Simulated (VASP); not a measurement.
# Mo: single point with PBE+D3(BJ)

The system is Mo.

```xyz
1
Lattice="-1.5651 1.5651 1.5651 1.5651 -1.5651 1.5651 1.5651 1.5651 -1.5651" Properties=species:S:1:pos:R:3 pbc="T T T"
Mo    0.0000    0.0000    0.0000
```

```json
{
 "Program": "VASP 6.6.1",
 "Task": "single point",
 "Functional": "PBE",
 "Dispersion": "D3(BJ)",
 "Potentials or basis": "VASP PAW PBE potentials, release 64 (Mo_sv)",
 "Cutoff": "520 eV",
 "k mesh": "18 × 18 × 18",
 "Occupations": "gaussian, width 0.1 eV",
 "Spin": "no spin polarisation",
 "Dipole correction": "no",
 "Further INCAR settings": "ALGO = Normal; EDIFF = 1e-06; NBANDS = 13"
}
```

The pressure is 0.6 GPa. The band gap on the k mesh is zero (band 7 reaches 16.99 eV, above the bottom of band 8 at 11.50 eV) and the dispersion energy per atom is -0.728 eV.

Levels at points of the mesh, in eV from the Fermi level:
| k point | band 3 | band 4 | band 5 | band 6 | band 7 | band 8 | band 9 | band 10 | band 11 | band 12 |
| --- | --- | --- | --- | --- | --- | --- | --- | --- | --- | --- |
| (0.00, 0.00, 0.00) | -34.53 | -34.53 | -7.32 | -1.43 | -1.43 | -1.43 | 1.67 | 1.67 | 14.84 | 14.84 |
| (0.50, 0.00, 0.00) | -35.00 | -34.54 | -5.47 | -3.52 | 1.68 | 1.71 | 2.36 | 4.85 | 11.92 | 11.97 |
| (0.50, 0.50, 0.50) | -35.55 | -35.55 | -5.61 | -5.61 | 4.06 | 4.06 | 4.06 | 9.19 | 9.19 | 9.19 |

It took 29 s on 1 thread of AMD EPYC 7R43 64-Core Processor (Zen 3), with other jobs on the host, peak memory 0.13 GiB.

Caveat: pairwise dispersion overbinds metals, which lowers pressure and volume.
